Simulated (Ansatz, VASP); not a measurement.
**Ge in VASP and in Ansatz**

Contents of POSCAR:

```
Ge
1.0
    0.0000000000      2.7906767997      2.7906767997
    2.7906767997      0.0000000000      2.7906767997
    2.7906767997      2.7906767997      0.0000000000
Ge
2
Direct
    0.7500000000      0.7500000000      0.7500000000
    0.5000000000      0.5000000000      0.5000000000
```

The input INCAR.step1:

```
SYSTEM = Ge
PREC = Accurate
ENCUT = 520
ISMEAR = -1
SIGMA = 0.05
LREAL = .False.
LASPH = .True.
NELM = 80
NBANDS = 21
GGA = PE
ALGO = Normal
EDIFF = 1E-4
LWAVE = .True.
LCHARG = .False.
```

INCAR.step2

```
SYSTEM = Ge
PREC = Accurate
ENCUT = 520
EDIFF = 1E-6
ISMEAR = -1
SIGMA = 0.05
LREAL = .False.
LASPH = .True.
NELM = 80
ALGO = Normal
ISIF = 2
LWAVE = .False.
LCHARG = .False.
METAGGA = R2SCAN
LMIXTAU = .True.
NBANDS = 21
ISTART = 1
```

The input KPOINTS:

```
regular mesh
0
Gamma
  8 8 8
  0 0 0
```

File input.yaml:

```yaml
crystal:
  lattice:
    - [0.0, 2.7906767997, 2.7906767997]
    - [2.7906767997, 0.0, 2.7906767997]
    - [2.7906767997, 2.7906767997, 0.0]
  atoms:
    - { symbol: Ge, position: [0.75, 0.75, 0.75] }
    - { symbol: Ge, position: [0.5, 0.5, 0.5] }
hamiltonian:
  xc: r2scan
  pseudopotentials: { kind: paw }
kpoints:
  mp_grid: { grid: [8, 8, 8] }
scf:
  occupations: { method: fermi_dirac, width: 0.05 }
output:
  forces: true
  stress: true
  eigenvalues: true
  write_density: true
  write_potential: true
  elf: true
  volumetric_format: npy
```

Alike in both runs: task single point; functional r2SCAN; k mesh 8 × 8 × 8; occupations fermi-dirac, width 0.05 eV; no spin polarisation.

|  | VASP | Ansatz |
| --- | --- | --- |
| version | VASP 6.6.1 | Ansatz 0.2.0 |
| potentials or method | VASP PAW PBE potentials, release 64 (Ge_d) | Ansatz PAW |
| plane-wave cutoff (eV) | 520 | 500 |
| valence electrons in the cell | 28 | 28 |

|  | VASP | Ansatz | Ansatz less VASP |
| --- | --- | --- | --- |
| gap on the k mesh at the Fermi level (eV) | 0.58 | 0.61 | +0.024 |
| least direct gap on the mesh (eV) | 0.80 | 0.85 | +0.045 |
| pressure (GPa) | 4.0 | 4.0 | -0.09 |

VASP's potentials were made for PBE, not for r2SCAN. With one functional, cell and mesh, what is left measures potentials, basis and numerics.
